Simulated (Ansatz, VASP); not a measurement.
EuS: VASP beside Ansatz

The input INCAR:

```
SYSTEM = EuS
PREC = Accurate
ENCUT = 600
EDIFF = 1E-6
ISMEAR = -1
SIGMA = 0.05
LREAL = .FALSE.
LASPH = .TRUE.
NELM = 200
ALGO = Normal
ISIF = 2
LWAVE = .FALSE.
LCHARG = .TRUE.
ISPIN = 2
MAGMOM = 7 0
LORBIT = 11
LMAXMIX = 6
GGA = B5
ALDAX = 1.0
AGGAX = 1.0
AGGAC = 1.0
ALDAC = 0.0
LELF = .TRUE.
LVHAR = .TRUE.
NBANDS = 22
GGA_COMPAT = .FALSE.
```

Contents of KPOINTS:

```
regular mesh
0
G
  8 8 8
  0 0 0
```

POSCAR

```
EuS
1.0
    0.0000000000      2.9982257404      2.9982257404
    2.9982257404      0.0000000000      2.9982257404
    2.9982257404      2.9982257404      0.0000000000
Eu S
1 1
Direct
    0.0000000000      0.0000000000      0.0000000000
    0.5000000000      0.5000000000      0.5000000000
```

input.yaml

```yaml
crystal:
  lattice:
    - [0.0, 2.9982257404, 2.9982257404]
    - [2.9982257404, 0.0, 2.9982257404]
    - [2.9982257404, 2.9982257404, 0.0]
  atoms:
    - { symbol: Eu, position: [0.0, 0.0, 0.0], spin: 7.0 }
    - { symbol: S, position: [0.5, 0.5, 0.5] }
hamiltonian:
  xc: blyp
  pseudopotentials: { kind: paw }
magnetization:
  spin_polarized: true
kpoints:
  mp_grid: { grid: [8, 8, 8] }
scf:
  occupations: { method: fermi_dirac, width: 0.05 }
output:
  forces: true
  stress: true
  eigenvalues: true
```

Alike in both runs: task single point; functional BLYP; k mesh 8 × 8 × 8; occupations fermi-dirac, width 0.05 eV; collinear spin.

|  | VASP | Ansatz |
| --- | --- | --- |
| version | VASP 6.6.1 | Ansatz 0.2.0 |
| potentials or method | VASP PAW PBE potentials, release 64 (Eu, S) | Ansatz PAW |
| plane-wave cutoff (eV) | 600 | 420 |
| valence electrons in the cell | 23 | 23 |

Ansatz gave:

| Property | Result |
| --- | --- |
| gap on the k mesh at the Fermi level (eV) | none |
| pressure (GPa) | -0.2 |
| net moment per atom (μB) | 3.49 |
| size of the moment on the site where the two differ most (μB) | 6.78 |

Question: Which values does VASP return?

Answer: gap on the k mesh at the Fermi level (eV): none; pressure (GPa): -0.3; net moment per atom (μB): 3.49; size of the moment on the site where the two differ most (μB): 6.62.

VASP's potentials were made for PBE, not for BLYP. Site moments also hang on the region over which each program counts them. A gap of «none» marks a metal or a gap that the smearing closes.

Neither program's run includes spin-orbit coupling.
